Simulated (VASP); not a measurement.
Write the native input for VASP 6.6.1 that does the following.

| Quantity | Value |
| --- | --- |
| Task | single point |
| Functional | PBE |
| Potentials or basis | VASP PAW PBE potentials, release 64 (Zr_sv) |
| Cutoff | 520 eV |
| k mesh | 15 × 15 × 8 |
| Occupations | fermi-dirac, width 0.05 eV |
| Spin | no spin polarisation |
| Dipole correction | no |
| k mesh for the DOS | 23 × 23 × 12 |
| Occupations for the DOS | tetrahedron |
| Further INCAR settings | ALGO = Normal; EDIFF = 1e-06; NBANDS = 19 |

Zr:

```xyz
2
Lattice="3.2315 0.0000 0.0000 -1.6157 2.7985 0.0000 0.0000 0.0000 5.1718" Properties=species:S:1:pos:R:3 pbc="T T T"
Zr    0.0000    1.8657    1.2929
Zr    1.6157    0.9328    3.8788
```

These files were run (other wordings do the same):

POSCAR

```
Zr
1.0
    3.2314740222      0.0000000000      0.0000000000
   -1.6157370111      2.7985385949      0.0000000000
    0.0000000000      0.0000000000      5.1717654041
Zr
2
Direct
    0.3333333333      0.6666666667      0.2500000000
    0.6666666667      0.3333333333      0.7500000000
```

INCAR.step1

```
SYSTEM = Zr
PREC = Accurate ; ENCUT = 520
EDIFF = 1E-6 ; ISMEAR = -1
SIGMA = 0.05 ; LREAL = .False.
LASPH = .True. ; NELM = 80
ALGO = Normal ; ISIF = 2
LWAVE = .False. ; LCHARG = .True.
LMAXMIX = 4 ; GGA = PE
NBANDS = 19
```

KPOINTS.step1

```
regular mesh
0
Gamma
  15 15 8
  0 0 0
```

INCAR.step2

```
SYSTEM = Zr
PREC = Accurate ; ENCUT = 520
EDIFF = 1E-6 ; ISMEAR = -5
SIGMA = 0.05 ; LREAL = .False.
LASPH = .True. ; NELM = 80
ALGO = Normal ; ISIF = 2
LWAVE = .False. ; LCHARG = .False.
LMAXMIX = 4 ; GGA = PE
LORBIT = 10 ; NBANDS = 19
NEDOS = 2001 ; ICHARG = 11
```

KPOINTS.step2

```
regular mesh
0
Gamma
  23 23 12
  0 0 0
```

Potentials or basis: VASP PAW PBE potentials, release 64 (Zr_sv).

Run with:

```bash
$ cat potpaw_PBE.64/Zr_sv/POTCAR > POTCAR
$ cp INCAR.step1 INCAR
$ cp KPOINTS.step1 KPOINTS
$ mpirun -np 1 vasp_std > vasp.out
$ cp INCAR.step2 INCAR
$ cp KPOINTS.step2 KPOINTS
$ mpirun -np 1 vasp_std > vasp.out
```

It gave:

```
Valence electrons inside the program's atomic spheres : Zr 9.81
```

Wall time 79 s on 1 thread of Intel(R) Xeon(R) 6975P-C (Granite Rapids) (shared host), peak memory 0.38 GiB.
